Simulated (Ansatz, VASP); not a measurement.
Two plane-wave programs on MgS

POSCAR

```
MgS
1.0
   -0.0163055601      2.8287256652      2.8287256652
    2.8287256652     -0.0163055601      2.8287256652
    2.8287256652      2.8287256652     -0.0163055601
Mg S
1 1
Direct
   -0.0005322873     -0.0005322873     -0.0005322873
    0.2505322873      0.2505322873      0.2505322873
```

File INCAR.step1:

```
ALGO     = Normal         # electronic algorithm
EDIFF    = 1E-5           # SCF threshold, eV
ENCUT    = 520            # plane-wave cutoff, eV
GGA      = PE             # functional
ISIF     = 2              # what is computed and relaxed
ISMEAR   = 0              # smearing method
LASPH    = T              # aspherical terms in the spheres
LREAL    = F              # projectors in reciprocal space
LWAVE    = T              # write WAVECAR
NBANDS   = 11             # bands
NELM     = 60             # most SCF steps
PREC     = Accurate       # precision mode
SIGMA    = 0.01           # smearing width, eV
```

Contents of INCAR.step2:

```
ALGO     = Normal         # electronic algorithm
EDIFF    = 1E-6           # SCF threshold, eV
ENCUT    = 520            # plane-wave cutoff, eV
GGA      = PE             # functional
HFSCREEN = 0.2079         # screening, 1/A
ISIF     = 2              # what is computed and relaxed
ISMEAR   = 0              # smearing method
ISTART   = 1            
LASPH    = T              # aspherical terms in the spheres
LCHARG   = T              # write CHGCAR
LELF     = T              # ELF
LHFCALC  = T              # exact exchange
LREAL    = F              # projectors in reciprocal space
LVHAR    = T            
LWAVE    = F              # write WAVECAR
NBANDS   = 11             # bands
NELM     = 60             # most SCF steps
PREC     = Accurate       # precision mode
PRECFOCK = Normal       
SIGMA    = 0.01           # smearing width, eV
```

Contents of KPOINTS:

```
k-points
0
Gamma
  6 6 6
```

Input for Ansatz:

```yaml
crystal:
  lattice:
    - [-0.0163055601, 2.8287256652, 2.8287256652]
    - [2.8287256652, -0.0163055601, 2.8287256652]
    - [2.8287256652, 2.8287256652, -0.0163055601]
  atoms:
    - { symbol: Mg, position: [-0.0005322873, -0.0005322873, -0.0005322873] }
    - { symbol: S, position: [0.2505322873, 0.2505322873, 0.2505322873] }
kpoints:
  mp_grid: { grid: [6, 6, 6] }
  band_path:
    path:
      - [0.0, 0.0, 0.0]
      - [-0.5, -0.5, 0.0]
      - [-0.375, -0.375, 0.25]
      - [-0.375, 0.0, 0.375]
      - [0.0, 0.0, 0.5]
      - [-0.5, -0.25, 0.25]
    npoints: 1
hamiltonian:
  xc: hse06
scf:
  occupations: { method: fixed }
  n_extra_bands: 4
output:
  forces: true
  stress: true
  eigenvalues: true
```

Change from the starting cell: epitaxial_111 strain +0.5%.

Alike in both runs: task single point; functional HSE06; k mesh 6 × 6 × 6; no spin polarisation.

|  | VASP | Ansatz |
| --- | --- | --- |
| version | VASP 6.6.1 | Ansatz 0.2.0 |
| potentials or method | VASP PAW PBE potentials, release 64 (Mg, S) | plane waves, PAW |
| plane-wave cutoff (eV) | 520 | 420 |
| occupations | gaussian, width 0.01 eV | fixed |
| valence electrons in the cell | 8 | 16 |

```tsv
	VASP	Ansatz	Ansatz less VASP
gap on the k mesh at the Fermi level (eV)	4.44	4.46	+0.017
pressure (GPa)	-0.5	-0.3	+0.17
traceless stress, the component that is largest in VASP (GPa)	0.18	0.18	0.000
```

VASP's potentials hold 8 valence electrons a cell and Ansatz's 16, so a difference there can come from the potentials and not from the codes. Ansatz's warnings: stress exchange threshold loose, stress scf threshold loose.
